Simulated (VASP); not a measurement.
Write the native input for VASP 6.6.1 that does the following.

- Task: relaxation of cell and atoms
- Functional: PBEsol
- Potentials or basis: VASP PAW PBE potentials, release 64 (W_sv, Se)
- Cutoff: 600 eV
- k mesh: 12 × 12 × 2
- Occupations: gaussian, width 0.02 eV
- Spin: no spin polarisation
- Dipole correction: no
- Further INCAR settings: ALGO = Normal; EDIFF = 1e-06; IBRION = 2; EDIFFG = -0.005; NSW = 100; ISIF = 3

The structure of WSe2 lies in POSCAR:

```
WSe2
1.0
    3.2900000000      0.0000000000      0.0000000000
   -1.6450000000      2.8492235785      0.0000000000
    0.0000000000      0.0000000000     12.9700000000
W Se
2 4
Direct
    0.3333333333      0.6666666667      0.2500000000
    0.6666666667      0.3333333333      0.7500000000
    0.3333333333      0.6666666667      0.6210000000
    0.6666666667      0.3333333333      0.1210000000
    0.3333333333      0.6666666667      0.8790000000
    0.6666666667      0.3333333333      0.3790000000
```

These files were run (other wordings do the same):

INCAR

```
  ALGO = Normal
  EDIFF = 1E-6
  EDIFFG = -0.005
  ENCUT = 600
  GGA = PS
  IBRION = 2
  ISIF = 3
  ISMEAR = 0
  LASPH = T
  LCHARG = F
  LREAL = F
  LWAVE = F
  NELM = 100
  NSW = 100
  PREC = Accurate
  SIGMA = 0.02
```

KPOINTS

```
k-points
0
Gamma
  12 12 2
```

Potentials or basis: VASP PAW PBE potentials, release 64 (W_sv, Se).

Run with:

```console
$ cat potpaw_PBE.64/W_sv/POTCAR potpaw_PBE.64/Se/POTCAR > POTCAR
$ mpirun -np 1 vasp_std > vasp.out
```

Results of the run:

```
Relaxed volume                        : 20.47 Å³/atom
Relaxed cell                          : a = 3.274 Å, b = 3.274 Å, c = 13.233 Å, α = 90.00°, β = 90.00°, γ = 120.00°
Space group after relaxing (to 0.1 Å) : P6_3/mmc (No. 194)
Energy gained by relaxing             : 1.4 meV/atom
Ionic steps                           : 14
Pressure after relaxing               : 0.0 GPa
Band gap on the k mesh                : 1.04 eV (least direct gap 1.59 eV)
```

Caveat: the PAW data sets were made with another functional, which shifts forces and pressure a little; spin-orbit coupling is left out, which moves the levels of the heavy elements; this functional lacks dispersion, which binds the layers, so the pressure and a relaxed spacing across them are unreliable.

It took 28 min on 1 thread of Intel(R) Xeon(R) Platinum 8259CL CPU @ 2.50GHz (Skylake/Cascade Lake), on a shared host, peak memory 0.38 GiB.
